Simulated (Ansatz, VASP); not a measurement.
**Two plane-wave programs on Mo**

Contents of INCAR:

```
  ALGO = Normal
  EDIFF = 1E-7
  ENCUT = 520
  ISIF = 2
  ISMEAR = -1
  LASPH = True
  LCHARG = False
  LREAL = False
  LWAVE = False
  NBANDS = 13
  NELM = 100
  PREC = Accurate
  SIGMA = 0.05
```

File KPOINTS:

```
k-points
0
Gamma
  17 17 17
```

The input POSCAR:

```
Mo
1.0
    2.5547461120      0.0000000000      0.0000000000
    0.0000000000      2.5547461120      0.0000000000
    0.0000000000      0.0000000000      2.5547461120
Mo
1
Direct
    0.0000000000      0.0000000000      0.0000000000
```

Input for Ansatz:

```yaml
crystal:
  lattice:
    - [2.554746112, 0.0, 0.0]
    - [0.0, 2.554746112, 0.0]
    - [0.0, 0.0, 2.554746112]
  atoms:
    - { symbol: Mo, position: [0.0, 0.0, 0.0] }
kpoints:
  mp_grid: { grid: [17, 17, 17] }
  band_path:
    path:
      - [0.0, 0.0, 0.0]
      - [0.0, 0.5, 0.0]
      - [0.5, 0.5, 0.0]
      - [0.0, 0.0, 0.0]
      - [0.5, 0.5, 0.5]
      - [0.0, 0.5, 0.0]
      - [0.5, 0.5, 0.5]
      - [0.5, 0.5, 0.0]
    npoints: 8
scf:
  occupations: { method: fermi_dirac, width: 0.05 }
hamiltonian:
  xc: lda
  pseudopotentials: { kind: paw }
output:
  forces: true
  stress: true
  eigenvalues: true
  populations: true
  dos: { projected: true, de: 0.2, e_range: [-14, 8] }
  write_density: true
  write_potential: true
  elf: true
  volumetric_format: npy
```

Change from the starting cell: volume scaled by 1, PAW files.

Alike in both runs: task single point; functional LDA; k mesh 17 × 17 × 17; occupations fermi-dirac, width 0.05 eV; no spin polarisation.

|  | VASP | Ansatz |
| --- | --- | --- |
| version | VASP 6.6.1 | Ansatz 0.2.0 |
| potentials or method | VASP PAW LDA potentials, release 64 (Mo_sv) | PAW with Ansatz's default frozen-core files, scalar-relativistic |
| plane-wave cutoff (eV) | 520 | 420 |
| valence electrons in the cell | 14 | 14 |

Ansatz gave:

| Item | Value |
| --- | --- |
| pressure (GPa) | 0.0 |

**Question.** Which values does VASP return?

**Answer.** Pressure (GPa): 1.0.

LDA's correlation is that of Perdew and Zunger in VASP and of Perdew and Wang (1992) in Ansatz.
